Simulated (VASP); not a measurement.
**LiF: single point with LDA**

The system is LiF.

```
Li F
1.0
     2.55953    0.00000    0.00000
     0.00000    2.55953    0.00000
     0.00000    0.00000    2.49554
Li F
1 1
Direct
  0.00000 0.00000 0.00000
  0.50000 0.50000 0.50000
```

This cell differs from its parent crystal: strain +0.000 along x and y, -0.025 along z.

```yaml
Program: VASP 6.6.1
Task: single point
Functional: LDA
Potentials_or_basis: VASP PAW LDA potentials, release 64 (Li_sv, F)
Cutoff: 520 eV
k_mesh: 10 × 10 × 10
Occupations: gaussian, width 0.05 eV
Spin: no spin polarisation
Dipole_correction: no
Further_INCAR_settings: ALGO = Normal; EDIFF = 1e-06; NBANDS = 12
```

- Band gap on the k mesh: 7.38 eV (least direct gap 8.03 eV)

Levels at points of the mesh, in eV from the valence-band top:
```tsv
k point	band 1	band 2	band 3	band 4	band 5	band 6	band 7	band 8	band 9	band 10
(0.00, 0.00, 0.00)	-41.75	-20.64	-0.93	-0.93	-0.64	7.38	18.12	18.78	20.42	20.42
(0.50, 0.00, 0.00)	-41.70	-20.17	-3.99	-0.51	-0.27	8.83	13.75	19.59	20.58	23.94
(0.50, 0.50, 0.00)	-41.65	-19.61	-3.61	-3.61	0.00	12.93	13.35	13.35	19.51	24.09
(0.00, 0.00, 0.50)	-41.68	-20.08	-3.99	-0.46	-0.46	8.66	14.09	19.88	19.88	23.71
(0.50, 0.00, 0.50)	-41.64	-19.52	-3.60	-3.50	-0.18	13.12	13.14	13.54	19.07	23.48
(0.50, 0.50, 0.50)	-41.60	-19.07	-2.57	-2.46	-2.46	10.50	10.70	10.70	23.75	23.75
```

Wall time 14 s on 1 thread of Intel Xeon 8259CL, on a shared host, peak memory 0.13 GiB.

Caveat: the cell differs from its parent crystal (strain +0.000 along x and y, -0.025 along z). A k mesh can miss the band edges.
